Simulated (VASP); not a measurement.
Runs of VASP 6.6.1 on Cd. The structure is that of space group Pm-3m (No. 221), or close to it. The cells are those of the table. This isn't the form of Cd at room conditions, which is hcp.

```csv
cell,k mesh,gap on the mesh (eV),pressure (GPa)
"a = 2.824 Å, 1 atom",12 × 12 × 12,none,5.1
"a = 2.904 Å, 1 atom",18 × 18 × 18,none,(a)
"a = 2.979 Å, 1 atom",12 × 12 × 12,none,(b)
"a = 2.783 Å, 1 atom",12 × 12 × 12,none,8.5
"a = 2.942 Å, 1 atom",12 × 12 × 12,none,-1.2
```

Alike in all rows: task single point; level PBEsol; potentials or basis VASP PAW PBE potentials, release 64 (Cd); no spin polarisation; cutoff (eV) 520; smearing fermi-dirac 0.1 eV.

Estimate the missing entries.

(a) 0.4; (b) -2.3.

Caveats: the PAW data sets were made with another functional, which shifts forces and pressure a little; the cell stands under pressure (at least some runs).

A k mesh can miss the band edges, and the runs leave out spin-orbit coupling on Cd.

A gap of «none» marks levels without a gap at the run's occupations.
